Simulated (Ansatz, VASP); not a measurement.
## InP in VASP and in Ansatz

Contents of POSCAR:

```
InP
1.0
    0.0000000000      2.9343500000      2.9343500000
    2.9343500000      0.0000000000      2.9343500000
    2.9343500000      2.9343500000      0.0000000000
In P
1 1
Direct
    0.0000000000      0.0000000000      0.0000000000
    0.2500000000      0.2500000000      0.2500000000
```

The input INCAR.step1:

```
SYSTEM = InP
ALGO     = Normal         ! electronic algorithm
EDIFF    = 1E-4           ! SCF threshold, eV
ENCUT    = 520            ! plane-wave cutoff, eV
GGA      = PE             ! functional
GGA_COMPAT= .False.      
ISMEAR   = 0              ! smearing method
LASPH    = .True.         ! aspherical terms in the spheres
LCHARG   = .False.        ! write CHGCAR
LNONCOLLINEAR= .True.         ! non-collinear magnetism
LREAL    = .False.        ! projectors in reciprocal space
LSORBIT  = .True.         ! spin-orbit coupling
LWAVE    = .True.         ! write WAVECAR
MAGMOM   = 0 0 0 0 0 0    ! initial moments
NBANDS   = 30             ! bands
NELM     = 150            ! most SCF steps
PREC     = Accurate       ! precision mode
SIGMA    = 0.01           ! smearing width, eV
```

The input INCAR.step2:

```
SYSTEM = InP
ALGO     = Normal         ! electronic algorithm
EDIFF    = 1E-7           ! SCF threshold, eV
ENCUT    = 520            ! plane-wave cutoff, eV
GGA_COMPAT= .False.      
ISIF     = 2              ! what is computed and relaxed
ISMEAR   = 0              ! smearing method
ISTART   = 1            
LASPH    = .True.         ! aspherical terms in the spheres
LCHARG   = .False.        ! write CHGCAR
LMIXTAU  = .True.       
LNONCOLLINEAR= .True.         ! non-collinear magnetism
LORBIT   = 11             ! projections on sites
LORBMOM  = .True.       
LREAL    = .False.        ! projectors in reciprocal space
LSORBIT  = .True.         ! spin-orbit coupling
LWAVE    = .False.        ! write WAVECAR
MAGMOM   = 0 0 0 0 0 0    ! initial moments
METAGGA  = R2SCAN         ! meta-GGA
NBANDS   = 30             ! bands
NELM     = 150            ! most SCF steps
PREC     = Accurate       ! precision mode
SIGMA    = 0.01           ! smearing width, eV
```

File KPOINTS:

```
k-points
0
Gamma
  10 10 10
  0 0 0
```

Input for Ansatz:

```yaml
crystal:
  lattice:
    - [0.0, 2.93435, 2.93435]
    - [2.93435, 0.0, 2.93435]
    - [2.93435, 2.93435, 0.0]
  atoms:
    - { symbol: In, position: [0.0, 0.0, 0.0] }
    - { symbol: P, position: [0.25, 0.25, 0.25] }
scf:
  occupations: { method: gaussian, width: 0.01 }
  n_extra_bands: 8
output:
  eigenvalues: true
  eigenstates:
    kpoints:
      - [0, 0, 0]
      - [0, 0.0015, 0.0015]
      - [0, 0.003, 0.003]
      - [0, 0.0045, 0.0045]
      - [0, 0.006, 0.006]
      - [0.001061, 0.001061, 0.002121]
      - [0.002121, 0.002121, 0.004243]
      - [0.003182, 0.003182, 0.006364]
      - [0.004243, 0.004243, 0.008485]
    e_range: [-1.5, 2]
  write_density: true
  write_potential: true
  elf: true
  volumetric_format: npy
hamiltonian:
  xc: r2scan
  pseudopotentials: { kind: paw_fr }
kpoints:
  mp_grid: { grid: [10, 10, 10] }
magnetization:
  noncollinear: true
  spin_orbit: true
```

Alike in both runs: task single point; functional r2SCAN; k mesh 10 × 10 × 10; occupations gaussian, width 0.01 eV; non-collinear spin, spin-orbit coupling.

```csv
,VASP,Ansatz
version,VASP 6.6.1,Ansatz 0.2.0
potentials or method,"VASP PAW PBE potentials, release 64 (In_d, P)","plane waves, PAW"
plane-wave cutoff (eV),520,500
valence electrons in the cell,18,18
```

|  | VASP | Ansatz | Ansatz less VASP |
| --- | --- | --- | --- |
| net moment per atom (μB) | 0.00 | 0.00 | 0.000 |

VASP's potentials were made for PBE, not for r2SCAN.
